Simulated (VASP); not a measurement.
# FeCo (Pm-3m) in VASP: a series of runs, part 2 of 2

VASP 6.6.1. Earlier steps stand in the parts before.

**3. Single point, LDA, collinear spin, ferromagnetic start**

File INCAR:

```
ALGO = Normal ; EDIFF = 1E-6
ENCUT = 600 ; GGA_COMPAT = F
ISIF = 2 ; ISMEAR = -1
ISPIN = 2 ; LASPH = T
LCHARG = T ; LELF = T
LMAXMIX = 4 ; LORBIT = 11
LREAL = F ; LVHAR = T
LWAVE = F ; MAGMOM = 2.6 1.7
NBANDS = 20 ; NELM = 200
PREC = Accurate ; SIGMA = 0.1
```

File KPOINTS:

```
k-points
0
Gamma
  12 12 12
```

File POSCAR:

```
FeCo
1.0
    2.7645577998      0.0000000000      0.0000000000
    0.0000000000      2.7645577998      0.0000000000
    0.0000000000      0.0000000000      2.7645577998
Fe Co
1 1
Direct
    0.5000000000      0.5000000000      0.5000000000
    0.0000000000      0.0000000000      0.0000000000
```

Potentials or basis: VASP PAW LDA potentials, release 64 (Fe, Co).

On the command line:

```
cat potpaw_LDA.64/Fe/POTCAR potpaw_LDA.64/Co/POTCAR > POTCAR
mpirun -np 1 vasp_std > vasp.out
```

OUTCAR:

```text
EDIFF = 1E-6
   ENCUT = 600
   ISIF = 2
   ISMEAR = -1
   ISPIN = 2
   LASPH = T
   LORBIT = 11
   LREAL = F
   NELM = 200
   PREC = Accurate

 ion  position               nearest neighbor table
   1  0.500  0.500  0.500-   2 2.39   2 2.39   2 2.39   2 2.39   2 2.39   2 2.39   2 2.39   2 2.39

   2  0.000  0.000  0.000-   1 2.39   1 2.39   1 2.39   1 2.39   1 2.39   1 2.39   1 2.39   1 2.39

  LATTYP: Found a simple cubic cell.
 ALAT       =     2.7645577998

  Lattice vectors:

 A1 = (   2.7645577998,   0.0000000000,   0.0000000000)
 A2 = (   0.0000000000,   2.7645577998,   0.0000000000)
 A3 = (   0.0000000000,   0.0000000000,   2.7645577998)

Analysis of symmetry for initial positions (statically):
=====================================================================
 Subroutine PRICEL returns:
 Original cell was already a primitive cell.

 Routine SETGRP: Setting up the symmetry group for a
 simple cubic supercell.

 Subroutine GETGRP returns: Found 48 space group operations
 (whereof 48 operations were pure point group operations)
 out of a pool of 48 trial point group operations.

The static configuration has the point symmetry O_h .

Analysis of symmetry for dynamics (positions and initial velocities):
=====================================================================
 Subroutine PRICEL returns:
 Original cell was already a primitive cell.

 Routine SETGRP: Setting up the symmetry group for a
 simple cubic supercell.

 Subroutine GETGRP returns: Found 48 space group operations
 (whereof 48 operations were pure point group operations)
 out of a pool of 48 trial point group operations.

The dynamic configuration has the point symmetry O_h .

Analysis of structural, dynamic, and magnetic symmetry:
=====================================================================
 Subroutine PRICEL returns:
 Original cell was already a primitive cell.

 Routine SETGRP: Setting up the symmetry group for a
 simple cubic supercell.

 Subroutine GETGRP returns: Found 48 space group operations
 (whereof 48 operations were pure point group operations)
 out of a pool of 48 trial point group operations.

The overall configuration has the point symmetry O_h .

 Subroutine INISYM returns: Found 48 space group operations
 (whereof 48 operations are pure point group operations),
 and found     1 'primitive' translations

----------------------------------------------------------------------------------------

                                     Primitive cell

  volume of cell :      21.1289

  direct lattice vectors                    reciprocal lattice vectors
     2.764557800  0.000000000  0.000000000     0.361721502  0.000000000  0.000000000
     0.000000000  2.764557800  0.000000000     0.000000000  0.361721502  0.000000000
     0.000000000  0.000000000  2.764557800     0.000000000  0.000000000  0.361721502

  length of vectors
     2.764557800  2.764557800  2.764557800     0.361721502  0.361721502  0.361721502

  position of ions in fractional coordinates (direct lattice)
     0.500000000  0.500000000  0.500000000
     0.000000000  0.000000000  0.000000000

[... 66 lines left out ...]
 SYSTEM =  unknown system
   PREC   = accura    normal or accurate (medium, high low for compatibility)
   ISTART =      0    job   : 0-new  1-cont  2-samecut
   ICHARG =      2    charge: 1-file 2-atom 10-const
   ISPIN  =      2    spin polarized calculation?
   LNONCOLLINEAR =      F non collinear calculations
   LSORBIT =      F    spin-orbit coupling
   LASPH  =      T    aspherical Exc in radial PAW
   ENCUT  =  600.0 eV  44.10 Ry    6.64 a.u.   5.52  5.52  5.52*2*pi/ulx,y,z
   NELM   =    200;   NELMIN=  2; NELMDL= -5     # of ELM steps
   EDIFF  = 0.1E-05   stopping-criterion for ELM
   LREAL  =      F    real-space projection
   EDIFFG = 0.1E-04   stopping-criterion for IOM
   NSW    =      0    number of steps for IOM
   IBRION =     -1    ionic relax: 0-MD 1-quasi-New 2-CG
   NFREE  =      0    steps in history (QN), initial steepest desc. (CG)
   ISIF   =      2    stress and relaxation
   ISYM   =      2    0-nonsym 1-usesym 2-fastsym
   POTIM  = 0.5000    time-step for ionic-motion
   TEBEG  =    0.0;   TEEND  =   0.0 temperature during run
   PSTRESS=    0.0 pullay stress
   NELECT =      17.0000    total number of electrons
   NUPDOWN=      -1.0000    fix difference up-down
   EMIN   =  10.00;   EMAX   =-10.00  energy-range for DOS
   EFERMI =   0.00;   METHOD = LEGACY
   ISMEAR =    -1;   SIGMA  =   0.10  broadening in eV -4-tet -1-fermi 0-gaus
   EFERMI_NEDOS =   21; number of points for ismear=-14 and -15
   IALGO  =     38    algorithm
   IMIX   =      4    mixing-type and parameters
     AMIX     =   0.40;   BMIX     =  1.00
     AMIX_MAG =   1.60;   BMIX_MAG =  1.00
  volume/ion in A,a.u.               =      10.56        71.29
  Fermi-wavevector in a.u.,A,eV,Ry     =   1.522645  2.877383 31.544417  2.318449
  Thomas-Fermi vector in A             =   2.631197
   LORBIT       =     11    0 simple, 1 ext, 2 COOP (PROOUT), +10 PAW based schemes
   GGA     = CA    functional components
   LHFCALC =     F    Hartree Fock is set to
   AEXX    =    0.0000 exact exchange contribution
   IVDW    =     0    specifies the selected vdW correction
   LEPSILON=     F    determine dielectric tensor
   LRPA    =     F    only Hartree local field effects (RPA)
 spin polarized calculation
  energy-cutoff  :      600.00
  volume of cell :       21.13
 maximum number of plane-waves:       739
 NGX is ok and might be reduce to    24
   NGX = 11   NGY = 11   NGZ = 11

 number of electron      17.0000001 magnetization       4.2159247

 Free energy of the ion-electron system (eV)
  ---------------------------------------------------
  ext. energy  EPLUGINS =         0.00000000
  ---------------------------------------------------
  free energy    TOTEN  =       -17.30176769 eV

  energy without entropy =      -17.23549651  energy(sigma->0) =      -17.26863210

 E-fermi :   8.7670     XC(G=0): -13.8558

 val. band max:        8.7668323025   @ k =   0.4167   0.1667   0.0833
 cond. band min:       8.7685275922   @ k =   0.5000   0.0000   0.0000
 fundamental gap:      0.0016952897
 Fermi energy:         8.7670433402

 spin component 1

 k-point     1 :       0.0000    0.0000    0.0000
  band No.  band energies     occupation
      1      -0.6625      1.00000
      2       3.1971      1.00000
      3       3.1971      1.00000
      4       5.7861      1.00000
      5       5.7861      1.00000
      6       5.7861      1.00000
[... 541 lines left out ...]
     19      33.6321      0.00000
     20      36.3542      0.00000

 [... further k-points ...]

 spin component 2

 k-point     1 :       0.0000    0.0000    0.0000
  band No.  band energies     occupation
      1      -0.2954      1.00000
      2       4.7125      1.00000
      3       4.7125      1.00000
      4       7.4844      1.00000
      5       7.4844      1.00000
      6       7.4844      1.00000
[... 541 lines left out ...]
     19      34.3357      0.00000
     20      37.0488      0.00000

 [... further k-points ...]

------------------------ aborting loop because EDIFF is reached ----------------------------------------

  FORCE on cell =-STRESS in cart. coord.  units (eV):
  Direction    XX          YY          ZZ          XY          YZ          ZX
  --------------------------------------------------------------------------------------
  -------------------------------------------------------------------------------------
  Total       -0.1487763     -0.1487763     -0.1487763      0.0000000      0.0000000     -0.0000000
  in kB      -11.2815122    -11.2815122    -11.2815122      0.0000000      0.0000000     -0.0000000
  external PRESSURE =     -11.2815122 kB  Pullay stress =       0.0000000 kB

 VOLUME and BASIS-vectors are now :
 -----------------------------------------------------------------------------
  energy-cutoff  :      600.00
  volume of cell :       21.13
      direct lattice vectors                 reciprocal lattice vectors
     2.764557800  0.000000000  0.000000000     0.361721502  0.000000000  0.000000000
     0.000000000  2.764557800  0.000000000     0.000000000  0.361721502  0.000000000
     0.000000000  0.000000000  2.764557800     0.000000000  0.000000000  0.361721502

 POSITION                                       TOTAL-FORCE (eV/Angst)
 -----------------------------------------------------------------------------------
      1.38228      1.38228      1.38228         0.000000      0.000000      0.000000
      0.00000      0.00000      0.00000         0.000000      0.000000      0.000000
 -----------------------------------------------------------------------------------
    total drift:                                0.000000      0.000000     -0.000000

  FREE ENERGIE OF THE ION-ELECTRON SYSTEM (eV)
  ---------------------------------------------------
  free  energy   TOTEN  =       -17.3017676866 eV

  energy  without entropy=      -17.2354965134  energy(sigma->0) =      -17.26863210

 total charge

# of ion       s       p       d       tot
------------------------------------------
    1        0.504   0.588   6.266   7.358
    2        0.520   0.571   7.316   8.407
--------------------------------------------------
tot          1.024   1.159  13.582  15.765

 magnetization (x)

# of ion       s       p       d       tot
------------------------------------------
    1       -0.006  -0.029   2.543   2.508
    2       -0.006  -0.033   1.702   1.663
--------------------------------------------------
tot         -0.012  -0.061   4.244   4.171
```

It took 59 s on 1 thread of AMD EPYC 7R13 (Zen 3), shared host; peak memory 0.15 GiB.

Results:

```yaml
Free_energy: -17.3018 eV
Pressure: -1.1 GPa
Net_moment: 4.22 μB per cell
Site_moments: Fe +2.51; Co +1.66 μB
Valence_electrons_inside_the_program's_atomic_spheres: Fe 7.36; Co 8.41
```
